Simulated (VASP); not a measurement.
# TiAl (P-6m2) in VASP: a series of runs

TiAl is run at these levels: PBEsol; tasks: single point.

All numbers are computed with VASP 6.6.1; they aren't measurements. Logs are shortened: lines on timing, memory, paths and dates and some standing lists are left out, and cuts for length are marked.

## (1) The cell of the first run

It takes space group P-6m2 (No. 187, hexagonal). The conventional cell has a = 2.702 Å, b = 2.702 Å, c = 4.458 Å, α = 90.00°, β = 90.00°, γ = 120.00°. Ti (site symmetry -6m2) has 6 Ti at 2.70 Å and 6 Al at 2.72 Å within 3.6 Å. Within 3.6 Å of Al (site symmetry -6m2) lie 6 Al at 2.70 Å and 6 Ti at 2.72 Å.

## (2) Single point, PBEsol

Input file INCAR:

```
PREC = Accurate
ENCUT = 520
EDIFF = 1E-7
ISMEAR = -1
SIGMA = 0.05
LREAL = False
LASPH = True
NELM = 60
ALGO = Normal
ISIF = 2
LWAVE = False
LCHARG = False
GGA = PS
NBANDS = 14
```

Input file KPOINTS:

```
regular mesh
0
Gamma
  11 11 6
```

Input file POSCAR:

```
TiAl
1.0
    2.7024393922      0.0000000000      0.0000000000
   -1.3512196961      2.3403811659      0.0000000000
    0.0000000000      0.0000000000      4.4581383636
Ti Al
1 1
Direct
    0.0000000000      0.0000000000      0.0000000000
    0.3333333333      0.6666666667      0.5000000000
```

Potentials or basis: VASP PAW PBE potentials, release 64 (Ti_sv, Al).

On the command line:

```bash
$ cat potpaw_PBE.64/Ti_sv/POTCAR potpaw_PBE.64/Al/POTCAR > POTCAR
$ mpirun -np 1 vasp_std > vasp.out
```

OUTCAR:

```text
PREC = Accurate
   ENCUT = 520
   EDIFF = 1E-7
   ISMEAR = -1
   LREAL = False
   LASPH = True
   NELM = 60
   ISIF = 2
   GGA = PS

 ion  position               nearest neighbor table
   1  0.000  0.000  0.000-   2 2.72   2 2.72   2 2.72   2 2.72   2 2.72   2 2.72
   2  0.333  0.667  0.500-   1 2.72   1 2.72   1 2.72   1 2.72   1 2.72   1 2.72

  LATTYP: Found a hexagonal cell.
 ALAT       =     2.7024393922
 C/A-ratio  =     1.6496719136

  Lattice vectors:

 A1 = (   2.7024393922,   0.0000000000,   0.0000000000)
 A2 = (  -1.3512196961,   2.3403811659,   0.0000000000)
 A3 = (   0.0000000000,   0.0000000000,   4.4581383636)

Analysis of symmetry for initial positions (statically):
=====================================================================
 Subroutine PRICEL returns:
 Original cell was already a primitive cell.

 Routine SETGRP: Setting up the symmetry group for a
 hexagonal supercell.

 Subroutine GETGRP returns: Found 12 space group operations
 (whereof 12 operations were pure point group operations)
 out of a pool of 24 trial point group operations.

The static configuration has the point symmetry D_3h.

Analysis of symmetry for dynamics (positions and initial velocities):
=====================================================================
 Subroutine PRICEL returns:
 Original cell was already a primitive cell.

 Routine SETGRP: Setting up the symmetry group for a
 hexagonal supercell.

 Subroutine GETGRP returns: Found 12 space group operations
 (whereof 12 operations were pure point group operations)
 out of a pool of 24 trial point group operations.

The dynamic configuration has the point symmetry D_3h.

 Subroutine INISYM returns: Found 12 space group operations
 (whereof 12 operations are pure point group operations),
 and found     1 'primitive' translations

----------------------------------------------------------------------------------------

                                     Primitive cell

  volume of cell :      28.1966

  direct lattice vectors                    reciprocal lattice vectors
     2.702439392  0.000000000  0.000000000     0.370036051  0.213640413  0.000000000
    -1.351219696  2.340381166  0.000000000     0.000000000  0.427280827  0.000000000
     0.000000000  0.000000000  4.458138364     0.000000000  0.000000000  0.224308875

  length of vectors
     2.702439392  2.702439392  4.458138364     0.427280827  0.427280827  0.224308875

  position of ions in fractional coordinates (direct lattice)
     0.000000000  0.000000000  0.000000000
     0.333333333  0.666666667  0.500000000

  ion indices of the primitive-cell ions
   primitive index   ion index
                 1           1
                 2           2

----------------------------------------------------------------------------------------

 KPOINTS: regular mesh

Automatic generation of k-mesh.
 Grid dimensions read from file:
 generate k-points for:   11   11    6

 Generating k-lattice:

  Cartesian coordinates                     Fractional coordinates (reciprocal lattice)
     0.033639641  0.019421856  0.000000000     0.090909091 -0.000000000  0.000000000
     0.000000000  0.038843712  0.000000000     0.000000000  0.090909091  0.000000000
     0.000000000  0.000000000  0.037384812     0.000000000  0.000000000  0.166666667

  Length of vectors
     0.038843712  0.038843712  0.037384812

  Shift w.r.t. Gamma in fractional coordinates (k-lattice)
     0.000000000  0.000000000  0.000000000

 Subroutine IBZKPT returns following result:
 ===========================================

 Found     64 irreducible k-points:

 Following reciprocal coordinates:
            Coordinates               Weight
  0.000000  0.000000  0.000000      1.000000
  0.090909  0.000000  0.000000      6.000000
  0.181818  0.000000  0.000000      6.000000
  0.272727  0.000000  0.000000      6.000000
  0.363636  0.000000  0.000000      6.000000
  0.454545  0.000000  0.000000      6.000000
[... 16 lines left out ...]
  0.090909  0.090909  0.166667     12.000000
  0.181818  0.090909  0.166667     24.000000
 [... further k-points ...]
   k-points           NKPTS =     64   k-points in BZ     NKDIM =     64   number of bands    NBANDS=     14
   number of dos      NEDOS =    301   number of ions     NIONS =      2
   total plane-waves  NPLWV =  14400
   dimension x,y,z NGX =    20 NGY =   20 NGZ =   36
   dimension x,y,z NGXF=    40 NGYF=   40 NGZF=   72
   ions per type =               1   1
   NGX,Y,Z   is equivalent  to a cutoff of  12.30, 12.30, 13.42 a.u.
   NGXF,Y,Z  is equivalent  to a cutoff of  24.61, 24.61, 26.85 a.u.
 SYSTEM =  unknown system
   PREC   = accura    normal or accurate (medium, high low for compatibility)
   ISTART =      0    job   : 0-new  1-cont  2-samecut
   ICHARG =      2    charge: 1-file 2-atom 10-const
   ISPIN  =      1    spin polarized calculation?
   LNONCOLLINEAR =      F non collinear calculations
   LSORBIT =      F    spin-orbit coupling
   LASPH  =      T    aspherical Exc in radial PAW
   ENCUT  =  520.0 eV  38.22 Ry    6.18 a.u.   5.02  5.02  8.29*2*pi/ulx,y,z
   NELM   =     60;   NELMIN=  2; NELMDL= -5     # of ELM steps
   EDIFF  = 0.1E-06   stopping-criterion for ELM
   LREAL  =      F    real-space projection
   EDIFFG = 0.1E-05   stopping-criterion for IOM
   NSW    =      0    number of steps for IOM
   IBRION =     -1    ionic relax: 0-MD 1-quasi-New 2-CG
   NFREE  =      0    steps in history (QN), initial steepest desc. (CG)
   ISIF   =      2    stress and relaxation
   ISYM   =      2    0-nonsym 1-usesym 2-fastsym
   POTIM  = 0.5000    time-step for ionic-motion
   TEBEG  =    0.0;   TEEND  =   0.0 temperature during run
   PSTRESS=    0.0 pullay stress
   NELECT =      15.0000    total number of electrons
   NUPDOWN=      -1.0000    fix difference up-down
   EMIN   =  10.00;   EMAX   =-10.00  energy-range for DOS
   EFERMI =   0.00;   METHOD = LEGACY
   ISMEAR =    -1;   SIGMA  =   0.05  broadening in eV -4-tet -1-fermi 0-gaus
   EFERMI_NEDOS =   21; number of points for ismear=-14 and -15
   IALGO  =     38    algorithm
   IMIX   =      4    mixing-type and parameters
     AMIX     =   0.40;   BMIX     =  1.00
     AMIX_MAG =   1.60;   BMIX_MAG =  1.00
  volume/ion in A,a.u.               =      14.10        95.14
  Fermi-wavevector in a.u.,A,eV,Ry     =   1.326498  2.506717 23.940764  1.759597
  Thomas-Fermi vector in A             =   2.455880
   LORBIT       =      0    0 simple, 1 ext, 2 COOP (PROOUT), +10 PAW based schemes
   GGA     = PS    functional components
   LHFCALC =     F    Hartree Fock is set to
   AEXX    =    0.0000 exact exchange contribution
   IVDW    =     0    specifies the selected vdW correction
   LEPSILON=     F    determine dielectric tensor
   LRPA    =     F    only Hartree local field effects (RPA)
 non-spin polarized calculation
  energy-cutoff  :      520.00
  volume of cell :       28.20
 maximum number of plane-waves:       770
 NGX is ok and might be reduce to    20
   NGX =  9   NGY =  9   NGZ = 17

 number of electron      14.9999993 magnetization

 Free energy of the ion-electron system (eV)
  ---------------------------------------------------
  ext. energy  EPLUGINS =         0.00000000
  ---------------------------------------------------
  free energy    TOTEN  =       -12.70219238 eV

  energy without entropy =      -12.68377414  energy(sigma->0) =      -12.69298326

 E-fermi :   9.6089     XC(G=0): -11.7622

 val. band max:        9.5932080286   @ k =   0.3636   0.0909   0.5000
 cond. band min:       9.6142676626   @ k =   0.3636   0.2727   0.3333
 fundamental gap:      0.0210596340
 Fermi energy:         9.6088724665

 k-point     1 :       0.0000    0.0000    0.0000
  band No.  band energies     occupation
      1     -46.3268      2.00000
      2     -22.7839      2.00000
      3     -22.1151      2.00000
      4     -22.1151      2.00000
      5      -0.1824      2.00000
      6       7.0594      2.00000
      7       7.6270      2.00000
      8      11.0813      0.00000
      9      11.0813      0.00000
     10      12.9912      0.00000
     11      12.9912      0.00000
     12      14.2084      0.00000
     13      23.7608      0.00000
     14      23.7608      0.00000

 k-point     2 :       0.0909    0.0000    0.0000
  band No.  band energies     occupation
      1     -46.3116      2.00000
      2     -22.7697      2.00000
      3     -22.1993      2.00000
      4     -22.1335      2.00000
      5       0.0502      2.00000
      6       7.3245      2.00000
      7       7.6299      2.00000
      8      10.8333      0.00000
      9      11.2928      0.00000
     10      12.9156      0.00000
     11      13.0264      0.00000
     12      14.2734      0.00000
     13      21.2815      0.00000
     14      22.6230      0.00000

 k-point     3 :       0.1818    0.0000    0.0000
  band No.  band energies     occupation
      1     -46.2708      2.00000
      2     -22.7316      2.00000
      3     -22.4216      2.00000
      4     -22.1827      2.00000
      5       0.7347      2.00000
      6       7.6340      2.00000
      7       7.9911      2.00000
      8      10.2860      0.00000
      9      11.8934      0.00000
     10      12.7181      0.00000
     11      13.1548      0.00000
     12      14.4200      0.00000
     13      18.0972      0.00000
     14      21.2288      0.00000

 k-point     4 :       0.2727    0.0000    0.0000
  band No.  band energies     occupation
      1     -46.2169      2.00000
      2     -22.7057      2.00000
      3     -22.6814      2.00000
      4     -22.2464      2.00000
      5       1.8357      2.00000
      6       7.6317      2.00000
      7       8.4568      2.00000
      8       9.9409      0.00261
      9      12.4703      0.00000
     10      12.7748      0.00000
     11      13.4132      0.00000
     12      14.3483      0.00000
     13      15.8251      0.00000
     14      20.1002      0.00000

 k-point     5 :       0.3636    0.0000    0.0000
  band No.  band energies     occupation
      1     -46.1667      2.00000
      2     -22.9602      2.00000
      3     -22.6349      2.00000
      4     -22.3043      2.00000
      5       3.2971      2.00000
      6       7.6230      2.00000
      7       8.1675      2.00000
      8       9.3904      1.97498
      9      12.2525      0.00000
     10      13.7290      0.00000
     11      13.7796      0.00000
[... 276 lines left out ...]
 k-point    22 :       0.4545    0.0000    0.1667
  band No.  band energies     occupation
      1     -46.1366      2.00000
      2     -23.1085      2.00000
      3     -22.6083      2.00000
      4     -22.3385      2.00000
      5       5.0526      2.00000
      6       6.7587      2.00000
      7       8.1420      2.00000
      8       8.6869      2.00000
      9      12.0709      0.00000
     10      12.5552      0.00000
     11      14.4087      0.00000
     12      14.8137      0.00000
     13      16.3802      0.00000
     14      19.1008      0.00000

 k-point    23 :       0.0909    0.0909    0.1667
  band No.  band energies     occupation
      1     -46.2836      2.00000
      2     -22.7460      2.00000
      3     -22.3470      2.00000
      4     -22.1726      2.00000
      5       0.6907      2.00000
      6       6.4951      2.00000
      7       8.6373      2.00000
      8      10.4188      0.00000
      9      11.7238      0.00000
     10      12.5998      0.00000
     11      12.7007      0.00000
     12      15.3936      0.00000
     13      19.4705      0.00000
     14      20.5398      0.00000

 k-point    24 :       0.1818    0.0909    0.1667
  band No.  band energies     occupation
      1     -46.2362      2.00000
      2     -22.7014      2.00000
      3     -22.5869      2.00000
      4     -22.2423      2.00000
      5       1.5606      2.00000
      6       7.0186      2.00000
      7       8.9242      2.00000
      8       9.8889      0.00736
      9      12.2834      0.00000
     10      12.4874      0.00000
     11      12.5425      0.00000
     12      15.5914      0.00000
     13      17.2091      0.00000
     14      19.0891      0.00000

 [... further k-points ...]
[... 5 lines left out ...]
  --------------------------------------------------------------------------------------
  -------------------------------------------------------------------------------------
  Total        3.4941830      3.4941830      3.5163650     -0.0000000      0.0000000      0.0000000
  in kB      198.5455344    198.5455344    199.8059557     -0.0000000      0.0000000      0.0000000
  external PRESSURE =     198.9656748 kB  Pullay stress =       0.0000000 kB

 VOLUME and BASIS-vectors are now :
 -----------------------------------------------------------------------------
  energy-cutoff  :      520.00
  volume of cell :       28.20
      direct lattice vectors                 reciprocal lattice vectors
     2.702439392  0.000000000  0.000000000     0.370036051  0.213640413  0.000000000
    -1.351219696  2.340381166  0.000000000     0.000000000  0.427280827  0.000000000
     0.000000000  0.000000000  4.458138364     0.000000000  0.000000000  0.224308875

 POSITION                                       TOTAL-FORCE (eV/Angst)
 -----------------------------------------------------------------------------------
      0.00000      0.00000      0.00000        -0.000000      0.000000      0.000000
     -0.00000      1.56025      2.22907         0.000000      0.000000      0.000000
 -----------------------------------------------------------------------------------
    total drift:                                0.000000     -0.000000      0.000000

  FREE ENERGIE OF THE ION-ELECTRON SYSTEM (eV)
  ---------------------------------------------------
  free  energy   TOTEN  =       -12.7021923791 eV

  energy  without entropy=      -12.6837741449  energy(sigma->0) =      -12.69298326
```

Run time: 26 s. Hardware: 1 thread of Intel Xeon Platinum 8259CL at 2.50GHz (Skylake/Cascade Lake), shared host; peak memory 0.15 GiB.

Results:

* Free energy: -12.7022 eV
* Pressure: 19.9 GPa

Levels at points of the mesh, in eV from the Fermi level:
| k point | band 5 | band 6 | band 7 | band 8 | band 9 | band 10 |
| --- | --- | --- | --- | --- | --- | --- |
| (0.00, 0.00, 0.00) | -9.79 | -2.55 | -1.98 | 1.47 | 1.47 | 3.38 |
| (0.00, 0.00, 0.50) | -8.74 | -5.68 | -0.67 | 1.48 | 1.48 | 3.29 |

Caveat: the PAW data sets were made with another functional, which shifts forces and pressure a little.

(Part 1 of 3 ends here.)
